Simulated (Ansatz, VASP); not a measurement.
**GaN in VASP and in Ansatz**

Contents of INCAR:

```
PREC = Accurate ; ENCUT = 520
EDIFF = 1E-6 ; ISMEAR = 0
SIGMA = 0.01 ; LREAL = False
LASPH = True ; NELM = 60
ALGO = Normal ; ISIF = 2
LWAVE = False ; LCHARG = False
GGA = CA ; IBRION = 2
NSW = 80 ; EDIFFG = -0.001
```

Contents of KPOINTS:

```
Automatic mesh
0
Gamma
  9 9 6
```

POSCAR

```
GaN
1.0
    3.1863600000      0.0000000000      0.0000000000
   -1.5931800000      2.7594687056      0.0000000000
    0.0000000000      0.0000000000      5.1605240400
Ga N
2 2
Direct
    0.3333333333      0.6666666667      0.0000000000
    0.6666666667      0.3333333333      0.5000000000
    0.3333333333      0.6666666667      0.3750000000
    0.6666666667      0.3333333333      0.8750000000
```

Input for Ansatz:

```yaml
crystal:
  lattice:
    - [3.18636, 0.0, 0.0]
    - [-1.59318, 2.7594687056, 0.0]
    - [0.0, 0.0, 5.16052404]
  atoms:
    - { symbol: Ga, position: [0.3333333333, 0.6666666667, 0.0] }
    - { symbol: Ga, position: [0.6666666667, 0.3333333333, 0.5] }
    - { symbol: "N", position: [0.3333333333, 0.6666666667, 0.375] }
    - { symbol: "N", position: [0.6666666667, 0.3333333333, 0.875] }
scf:
  occupations: { method: fixed }
output:
  forces: true
  stress: true
  eigenvalues: true
  write_density: true
  write_potential: true
  elf: true
  volumetric_format: npy
hamiltonian:
  xc: lda
relax:
  f_tol: 0.001
  max_steps: 60
kpoints:
  mp_grid: { grid: [9, 9, 6] }
```

Alike in both runs: task relaxation of the atoms; functional LDA; k mesh 9 × 9 × 6; no spin polarisation.

|  | VASP | Ansatz |
| --- | --- | --- |
| version | VASP 6.6.1 | Ansatz 0.2.0 |
| potentials or method | VASP PAW LDA potentials, release 64 (Ga_d, N) | scalar-relativistic, plane waves, PAW |
| plane-wave cutoff (eV) | 520 | 420 |
| occupations | gaussian, width 0.01 eV | fixed |
| valence electrons in the cell | 36 | 36 |

VASP gave:

- gap on the k mesh at the Fermi level, each at its own relaxed structure (eV): 1.99

**Question.** Which values does Ansatz return?

**Answer.** gap on the k mesh at the Fermi level, each at its own relaxed structure (eV): 1.98.

LDA's correlation is that of Perdew and Zunger in VASP and of Perdew and Wang (1992) in Ansatz. Ansatz's warnings: stress scf threshold loose.
